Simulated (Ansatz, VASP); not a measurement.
**Two plane-wave programs on Cu**

```
Cu
1.0
     0.00000    1.78219    1.78219
     1.78219    0.00000    1.78219
     1.78219    1.78219    0.00000
Cu
1
Direct
  0.00000 0.00000 0.00000
```

Alike in both runs: functional r2SCAN; dispersion rVV10; k mesh 10 × 10 × 10; occupations gaussian, width 0.1 eV; no spin polarisation.

Ansatz relaxed the structure, and its values are those at the end. VASP's run is a single point on that final structure, the one shown.

|  | VASP | Ansatz |
| --- | --- | --- |
| version | VASP 6.6.1 | Ansatz 0.2.0 |
| potentials or method | VASP PAW PBE potentials, release 64 (Cu), cutoff 520 eV | scalar-relativistic, plane waves, PAW |
| valence electrons in the cell | 11 | 19 |

Ansatz gave:

- gap on the k mesh at the Fermi level (eV): none
- pressure (GPa): -0.1

What did VASP give for the same quantities?

gap on the k mesh at the Fermi level (eV): none; pressure (GPa): 0.6.

VASP's potentials were made for PBE, not for r2SCAN. A gap of «none» marks a metal or a gap that the smearing closes. VASP's potentials hold 11 valence electrons a cell and Ansatz's 19, so a difference there can come from the potentials and not from the codes.
